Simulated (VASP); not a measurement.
# InAs in VASP: single point with PBE+D3(BJ)

Aim: the single point of InAs with PBE+D3(BJ).

Everything below comes from runs of VASP 6.6.1. Logs are shortened: lines on timing, memory, paths and dates and some standing lists are left out, and cuts for length are marked.

## Step 1: The cell of the first run

The cell holds a slab with vacuum, 4 atoms: a = 4.322 Å, b = 4.322 Å, c = 18.411 Å, α = 90.00°, β = 90.00°, γ = 120.00°.

## Step 2: Single point, PBE+D3(BJ)

Input file INCAR:

```
SYSTEM = InAs
ALGO = Normal ; DIPOL = 0.5 0.5 0.503
EDIFF = 1E-6 ; ENCUT = 520
GGA = PE ; IDIPOL = 3
ISIF = 2 ; ISMEAR = 0
IVDW = 12 ; LASPH = .True.
LCHARG = .True. ; LDIPOL = .True.
LELF = .True. ; LREAL = .False.
LVACPOTAV = .True. ; LVHAR = .True.
LWAVE = .False. ; NBANDS = 26
NELM = 80 ; PREC = Accurate
SIGMA = 0.1
```

Input file KPOINTS:

```
k-points
0
Gamma
  9 9 1
  0 0 0
```

Input file POSCAR:

```
InAs
1.0
    4.3220706682      0.0000000000      0.0000000000
   -2.1610353341      3.7430229956      0.0000000000
    0.0000000000      0.0000000000     18.4111949039
As In
2 2
Direct
    0.0000000000      0.0000000000      0.3802034597
    0.3333333333      0.6666666667      0.5829440533
    0.3333333333      0.6666666667      0.4281220758
    0.6666666667      0.3333333333      0.6212900760
```

Potentials or basis: VASP PAW PBE potentials, release 64 (As, In_d).

On the command line:

```
$ cat potpaw_PBE.64/As/POTCAR potpaw_PBE.64/In_d/POTCAR > POTCAR
$ mpirun -np 1 vasp_std > vasp.out
```

OUTCAR:

```text
SYSTEM = InAs
   EDIFF = 1E-6
   ENCUT = 520
   GGA = PE
   ISIF = 2
   ISMEAR = 0
   IVDW = 12
   LASPH = .True.
   LREAL = .False.
   NELM = 80
   PREC = Accurate
 IVDW          = 12

 ion  position               nearest neighbor table
   1  0.000  0.000  0.380-   3 2.65   3 2.65   3 2.65
   2  0.333  0.667  0.583-   4 2.59   4 2.59   4 2.59   3 2.85
   3  0.333  0.667  0.428-   1 2.65   1 2.65   1 2.65   2 2.85
   4  0.667  0.333  0.621-   2 2.59   2 2.59   2 2.59

  LATTYP: Found a hexagonal cell.
 ALAT       =     4.3220706682
 C/A-ratio  =     4.2598088549

  Lattice vectors:

 A1 = (   4.3220706682,   0.0000000000,   0.0000000000)
 A2 = (  -2.1610353341,   3.7430229956,   0.0000000000)
 A3 = (   0.0000000000,   0.0000000000,  18.4111949039)

Analysis of symmetry for initial positions (statically):
=====================================================================
 Subroutine PRICEL returns:
 Original cell was already a primitive cell.

 Routine SETGRP: Setting up the symmetry group for a
 hexagonal supercell.

 Subroutine GETGRP returns: Found  6 space group operations
 (whereof  6 operations were pure point group operations)
 out of a pool of 24 trial point group operations.

The static configuration has the point symmetry C_3v.

Analysis of symmetry for dynamics (positions and initial velocities):
=====================================================================
 Subroutine PRICEL returns:
 Original cell was already a primitive cell.

 Routine SETGRP: Setting up the symmetry group for a
 hexagonal supercell.

 Subroutine GETGRP returns: Found  6 space group operations
 (whereof  6 operations were pure point group operations)
 out of a pool of 24 trial point group operations.

The dynamic configuration has the point symmetry C_3v.

 Subroutine INISYM returns: Found  6 space group operations
 (whereof  6 operations are pure point group operations),
 and found     1 'primitive' translations

----------------------------------------------------------------------------------------

                                     Primitive cell

  volume of cell :     297.8491

  direct lattice vectors                    reciprocal lattice vectors
     4.322070668  0.000000000  0.000000000     0.231370581  0.133581867  0.000000000
    -2.161035334  3.743022996  0.000000000     0.000000000  0.267163734  0.000000000
[... 77 lines left out ...]
   LREAL  =      F    real-space projection
   EDIFFG = 0.1E-04   stopping-criterion for IOM
   NSW    =      0    number of steps for IOM
   IBRION =     -1    ionic relax: 0-MD 1-quasi-New 2-CG
   NFREE  =      0    steps in history (QN), initial steepest desc. (CG)
   ISIF   =      2    stress and relaxation
   ISYM   =      2    0-nonsym 1-usesym 2-fastsym
   POTIM  = 0.5000    time-step for ionic-motion
   TEBEG  =    0.0;   TEEND  =   0.0 temperature during run
   PSTRESS=    0.0 pullay stress
   NELECT =      36.0000    total number of electrons
   NUPDOWN=      -1.0000    fix difference up-down
   EMIN   =  10.00;   EMAX   =-10.00  energy-range for DOS
   EFERMI =   0.00;   METHOD = LEGACY
   ISMEAR =     0;   SIGMA  =   0.10  broadening in eV -4-tet -1-fermi 0-gaus
   EFERMI_NEDOS =   21; number of points for ismear=-14 and -15
   IALGO  =     38    algorithm
   IMIX   =      4    mixing-type and parameters
     AMIX     =   0.40;   BMIX     =  1.00
     AMIX_MAG =   1.60;   BMIX_MAG =  1.00
  volume/ion in A,a.u.               =      74.46       502.50
  Fermi-wavevector in a.u.,A,eV,Ry     =   0.809426  1.529592  8.914124  0.655170
  Thomas-Fermi vector in A             =   1.918414
   LORBIT       =      0    0 simple, 1 ext, 2 COOP (PROOUT), +10 PAW based schemes
   GGA     = PE    functional components
   LHFCALC =     F    Hartree Fock is set to
   AEXX    =    0.0000 exact exchange contribution
   IVDW    =    12    specifies the selected vdW correction
   LEPSILON=     F    determine dielectric tensor
   LRPA    =     F    only Hartree local field effects (RPA)
 non-spin polarized calculation
 Gauss-broadening in eV      SIGMA  =   0.10
  energy-cutoff  :      520.00
  volume of cell :      297.85
 maximum number of plane-waves:      8046
   NGX = 17   NGY = 17   NGZ = 69

 number of electron      36.0000004 magnetization

 dipolmoment           0.000000      0.000000     -0.201087 electrons x Angstroem

 Free energy of the ion-electron system (eV)
  ---------------------------------------------------
  ext. energy  EPLUGINS =         0.00000000
  ---------------------------------------------------
  free energy    TOTEN  =       -14.07567794 eV

  energy without entropy =      -14.07389473  energy(sigma->0) =      -14.07478634

 E-fermi :  -0.8326     XC(G=0):  -4.1619

 val. band max:       -0.8334527653   @ k =   0.0000   0.0000   0.0000
 cond. band min:      -0.6779801141   @ k =   0.3333   0.3333   0.0000
 fundamental gap:      0.1554726512
 Fermi energy:        -0.8326047363

 k-point     1 :       0.0000    0.0000    0.0000
  band No.  band energies     occupation
      1     -16.3342      2.00000
      2     -16.2333      2.00000
      3     -16.2332      2.00000
      4     -16.1454      2.00000
      5     -16.1454      2.00000
      6     -15.0433      2.00000
[... 337 lines left out ...]
     25       4.8111      0.00000
     26       5.1825      0.00000

------------------------ aborting loop because EDIFF is reached ----------------------------------------

 Edisp (eV)   -0.83299

 E8    (eV) :    -0.4016

  FORCE on cell =-STRESS in cart. coord.  units (eV):
  Direction    XX          YY          ZZ          XY          YZ          ZX
  --------------------------------------------------------------------------------------
  -------------------------------------------------------------------------------------
  Total       0.27387     0.27387    -0.38176    -0.00000     0.00000     0.00000
  in kB       1.47317     1.47317    -2.05357    -0.00000     0.00000     0.00000
  external pressure =        0.30 kB  Pullay stress =        0.00 kB

 VOLUME and BASIS-vectors are now :
 -----------------------------------------------------------------------------
  energy-cutoff  :      520.00
  volume of cell :      297.85
      direct lattice vectors                 reciprocal lattice vectors
     4.322070668  0.000000000  0.000000000     0.231370581  0.133581867  0.000000000
    -2.161035334  3.743022996  0.000000000     0.000000000  0.267163734  0.000000000
     0.000000000  0.000000000 18.411194904     0.000000000  0.000000000  0.054314780

 POSITION                                       TOTAL-FORCE (eV/Angst)
 -----------------------------------------------------------------------------------
      0.00000      0.00000      7.00000        -0.000000      0.000000      0.370690
     -0.00000      2.49535     10.73270        -0.000000      0.000000     -0.008732
     -0.00000      2.49535      7.88224         0.000000     -0.000000     -0.360169
      2.16104      1.24767     11.43869        -0.000000      0.000000     -0.001789
 -----------------------------------------------------------------------------------
    total drift:                                0.000000     -0.000000      0.000396

  FREE ENERGIE OF THE ION-ELECTRON SYSTEM (eV)
  ---------------------------------------------------
  free  energy   TOTEN  =       -14.9086647066 eV

  energy  without entropy=      -14.9068814923  energy(sigma->0) =      -14.90777310

 vacuum level on the upper side and lower side of the slab         2.223         4.471
```

OSZICAR:

```text
N       E                     dE             d eps       ncg     rms          rms(c)
DAV:   1     0.275964899852E+03    0.27596E+03   -0.14689E+04   656   0.115E+03
DAV:   2     0.133038786204E+02   -0.26266E+03   -0.25632E+03   688   0.290E+02
DAV:   3    -0.139702101279E+02   -0.27274E+02   -0.27117E+02   786   0.121E+02
[... 15 lines left out ...]
DAV:  19    -0.140756593945E+02   -0.46215E-04   -0.35191E-06   616   0.627E-03    0.232E-03
DAV:  20    -0.140756688961E+02   -0.95016E-05   -0.46354E-07   576   0.319E-03    0.114E-03
DAV:  21    -0.140756727903E+02   -0.38943E-05   -0.18617E-07   536   0.184E-03    0.712E-04
DAV:  22    -0.140756770415E+02   -0.42512E-05   -0.33532E-07   486   0.186E-03    0.249E-04
DAV:  23    -0.140756779449E+02   -0.90336E-06   -0.47265E-08   500   0.123E-03
   1 F= -.14908665E+02 E0= -.14907773E+02  d E =-.178321E-02
```

It took 1.7 min on 1 thread of Intel Xeon Platinum 8488C (Sapphire Rapids), shared host; peak memory 0.41 GiB.

What came out:

| Quantity | Value |
| --- | --- |
| Free energy | -14.9087 eV |
| Largest force | 0.371 eV/Å |
| Band gap on the k mesh | zero (filled and empty bands touch) |
| Dispersion energy per atom | -0.208 eV |

Forces in eV/Å, atoms in the order of the input:
```
As   0.000  0.000  0.371
As   0.000  0.000 -0.009
In   0.000  0.000 -0.360
In   0.000  0.000 -0.002
```

Caveat: spin-orbit coupling is left out, which moves the levels of the heavy elements.
